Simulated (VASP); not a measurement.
Wanted: the native input for a VASP 6.6.1 run.

- Task: relaxation of cell and atoms
- Functional: r2SCAN
- Potentials or basis: VASP PAW PBE potentials, release 64 (Ba_sv, Ti_sv, O)
- Cutoff: 600 eV
- k mesh: 8 × 8 × 8
- Occupations: gaussian, width 0.02 eV
- Spin: no spin polarisation
- Dipole correction: no
- Further INCAR settings: ALGO = Normal; EDIFF = 1e-07; IBRION = 2; EDIFFG = -0.005; NSW = 100; ISIF = 3

BaTiO3:

```xyz
5
Lattice="4.0077 0.0000 0.0000 0.0000 4.0077 0.0000 0.0000 0.0000 4.0077" Properties=species:S:1:pos:R:3 pbc="T T T"
Ba    2.0038    2.0038    2.0038
Ti    0.0000    0.0000    0.0000
O     2.0038    0.0000    0.0000
O     0.0000    2.0038    0.0000
O     0.0000    0.0000    2.0038
```

The input as run:

POSCAR

```
BaTiO3
1.0
    4.0076816357      0.0000000000      0.0000000000
    0.0000000000      4.0076816357      0.0000000000
    0.0000000000      0.0000000000      4.0076816357
Ba Ti O
1 1 3
Direct
    0.5000000000      0.5000000000      0.5000000000
    0.0000000000      0.0000000000      0.0000000000
    0.5000000000      0.0000000000      0.0000000000
    0.0000000000      0.5000000000      0.0000000000
    0.0000000000      0.0000000000      0.5000000000
```

INCAR.step1

```
SYSTEM = BaTiO3
PREC = Accurate ; ENCUT = 600
ISMEAR = 0 ; SIGMA = 0.02
LREAL = .False. ; LASPH = .True.
NELM = 100 ; GGA = PE
ALGO = Normal ; EDIFF = 1E-4
LWAVE = .True. ; LCHARG = .False.
```

INCAR.step2

```
SYSTEM = BaTiO3
PREC = Accurate ; ENCUT = 600
EDIFF = 1E-7 ; ISMEAR = 0
SIGMA = 0.02 ; LREAL = .False.
LASPH = .True. ; NELM = 100
ALGO = Normal ; ISIF = 3
LWAVE = .False. ; LCHARG = .False.
METAGGA = R2SCAN ; LMIXTAU = .True.
IBRION = 2 ; NSW = 100
EDIFFG = -0.005 ; ISTART = 1
```

KPOINTS

```
regular mesh
0
Gamma
  8 8 8
  0 0 0
```

Potentials or basis: VASP PAW PBE potentials, release 64 (Ba_sv, Ti_sv, O).

Command:

```bash
$ cat potpaw_PBE.64/Ba_sv/POTCAR potpaw_PBE.64/Ti_sv/POTCAR potpaw_PBE.64/O/POTCAR > POTCAR
$ cp INCAR.step1 INCAR
$ mpirun -np 1 vasp_std > vasp.out
$ cp INCAR.step2 INCAR
$ mpirun -np 1 vasp_std > vasp.out
```

Results of the run:

```yaml
Pressure_after_relaxing: 0.0 GPa
Band_gap_on_the_k_mesh: 2.13 eV (least direct gap 2.29 eV)
```

Caveat: the relaxation stopped at its first step, so nothing moved; the PAW data sets were made with another functional, which shifts forces and pressure a little; spin-orbit coupling is left out, which moves the levels of the heavy elements.

Wall time 4.7 min on 1 thread of Intel Xeon 8259CL (shared host), peak memory 0.24 GiB.
